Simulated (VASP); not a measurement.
Wanted: the native input for a VASP 6.6.1 run.

* Task: single point
* Functional: PBE
* Dispersion: D3(BJ)
* Potentials or basis: VASP PAW PBE potentials, release 64 (Se)
* Cutoff: 520 eV
* k mesh: 12 × 12 × 8
* Occupations: gaussian, width 0.05 eV
* Spin: no spin polarisation
* Dipole correction: no
* Further INCAR settings: ALGO = Normal; EDIFF = 1e-06; NBANDS = 16

The structure of Se lies in POSCAR:

```
Se
1.0
    4.0640868530      0.0000000000      0.0000000000
   -2.0320434265      3.5196024579      0.0000000000
    0.0000000000      0.0000000000      4.7269394187
Se
3
Direct
    0.2473450684      0.0000000000      0.3333333333
    0.0000000000      0.2473450684      0.6666666667
    0.7526549316      0.7526549316      0.0000000000
```

This cell differs from its parent crystal: volume 22.538 Å^3 an atom, c/a of the conventional cell 1.1631.

These files were run (other wordings do the same):

INCAR

```
SYSTEM = Se
PREC     = Accurate       ! precision mode
ENCUT    = 520            ! plane-wave cutoff, eV
EDIFF    = 1E-6           ! SCF threshold, eV
ISMEAR   = 0              ! smearing method
SIGMA    = 0.05           ! smearing width, eV
LREAL    = .FALSE.        ! projectors in reciprocal space
LASPH    = .TRUE.         ! aspherical terms in the spheres
NELM     = 60             ! most SCF steps
ALGO     = Normal         ! electronic algorithm
ISIF     = 2              ! what is computed and relaxed
LWAVE    = .FALSE.        ! write WAVECAR
LCHARG   = .TRUE.         ! write CHGCAR
GGA      = PE             ! functional
IVDW     = 12             ! dispersion correction
LELF     = .TRUE.         ! ELF
LVHAR    = .TRUE.       
NBANDS   = 16             ! bands
```

KPOINTS

```
Automatic mesh
0
G
  12 12 8
  0 0 0
```

Potentials or basis: VASP PAW PBE potentials, release 64 (Se).

Run with:

```bash
$ cat potpaw_PBE.64/Se/POTCAR > POTCAR
$ mpirun -np 1 vasp_std > vasp.out
```

Results of the run:

| Quantity | Value |
| --- | --- |
| Pressure | 8.8 GPa |
| Largest force | 0.878 eV/Å |
| Band gap on the k mesh | 0.42 eV, indirect (least direct gap 1.29 eV) |
| Dispersion energy per atom | -0.388 eV |

Wall time 45 s on 1 thread of Intel(R) Xeon(R) 6975P-C (Granite Rapids), with other jobs on the host, peak memory 0.26 GiB.
